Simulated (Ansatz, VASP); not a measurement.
Two plane-wave programs on Ge

POSCAR

```
Ge
1.0
    0.0000000000      2.8289100000      2.8289100000
    2.8289100000      0.0000000000      2.8289100000
    2.8289100000      2.8289100000      0.0000000000
Ge
2
Direct
    0.7500000000      0.7500000000      0.7500000000
    0.5000000000      0.5000000000      0.5000000000
```

INCAR.step1

```
SYSTEM = Ge
ALGO     = Normal         ! electronic algorithm
EDIFF    = 1E-5           ! SCF threshold, eV
ENCUT    = 520            ! plane-wave cutoff, eV
GGA      = PE             ! functional
ISIF     = 2              ! what is computed and relaxed
ISMEAR   = -1             ! smearing method
LASPH    = .True.         ! aspherical terms in the spheres
LCHARG   = .False.        ! write CHGCAR
LREAL    = .False.        ! projectors in reciprocal space
LWAVE    = .True.         ! write WAVECAR
NBANDS   = 21             ! bands
NELM     = 60             ! most SCF steps
PREC     = Accurate       ! precision mode
SIGMA    = 0.05           ! smearing width, eV
```

Contents of INCAR.step2:

```
SYSTEM = Ge
AEXX     = 1.0            ! exact-exchange fraction
AGGAC    = 0.0          
ALDAC    = 0.0          
ALGO     = Normal         ! electronic algorithm
EDIFF    = 1E-7           ! SCF threshold, eV
ENCUT    = 520            ! plane-wave cutoff, eV
GGA      = PE             ! functional
ISIF     = 2              ! what is computed and relaxed
ISMEAR   = -1             ! smearing method
ISTART   = 1            
LASPH    = .True.         ! aspherical terms in the spheres
LCHARG   = .False.        ! write CHGCAR
LHFCALC  = .True.         ! exact exchange
LREAL    = .False.        ! projectors in reciprocal space
LWAVE    = .False.        ! write WAVECAR
NBANDS   = 21             ! bands
NELM     = 60             ! most SCF steps
PREC     = Accurate       ! precision mode
PRECFOCK = Normal       
SIGMA    = 0.05           ! smearing width, eV
```

File KPOINTS:

```
k-points
0
Gamma
  4 4 4
  0 0 0
```

The input input.yaml:

```yaml
crystal:
  lattice:
    - [0.0, 2.82891, 2.82891]
    - [2.82891, 0.0, 2.82891]
    - [2.82891, 2.82891, 0.0]
  atoms:
    - { symbol: Ge, position: [0.75, 0.75, 0.75] }
    - { symbol: Ge, position: [0.5, 0.5, 0.5] }
hamiltonian:
  xc: hf
  pseudopotentials: { kind: paw }
kpoints:
  mp_grid: { grid: [4, 4, 4] }
  band_path:
    path:
      - [[0.0, 0.0, 0.0], [0.5, 0.0, 0.5], [0.5, 0.25, 0.75], [0.375, 0.375, 0.75], [0.0, 0.0, 0.0], [0.5, 0.5, 0.5], [0.625, 0.25, 0.625], [0.5, 0.25, 0.75], [0.5, 0.5, 0.5], [0.375, 0.375, 0.75]]
      - [[0.625, 0.25, 0.625], [0.5, 0.0, 0.5]]
    npoints: 4
scf:
  occupations: { method: fermi_dirac, width: 0.05 }
  n_extra_bands: 6
output:
  forces: true
  stress: true
  eigenvalues: true
  fatbands: false
```

Alike in both runs: functional HF; k mesh 4 × 4 × 4; occupations fermi-dirac, width 0.05 eV; no spin polarisation.

|  | VASP | Ansatz |
| --- | --- | --- |
| version | VASP 6.6.1 | Ansatz 0.2.0 |
| potentials or method | VASP PAW PBE potentials, release 64 (Ge_d) | Ansatz PAW |
| plane-wave cutoff (eV) | 520 | 420 |
| valence electrons in the cell | 28 | 28 |
| task | single point | band structure |

```tsv
	VASP	Ansatz	Ansatz less VASP
gap on the k mesh at the Fermi level (eV)	6.44	6.28	-0.160
least direct gap on the mesh (eV)	7.29	7.13	-0.155
pressure (GPa)	3.5	4.0	+0.43
```

VASP's potentials were made for PBE, not for HF.

The k mesh is coarse, so the values compare programs but aren't converged. Noted on Ansatz's run: the k mesh misses the band edges, so the gap on the mesh is wider than the one along the path.
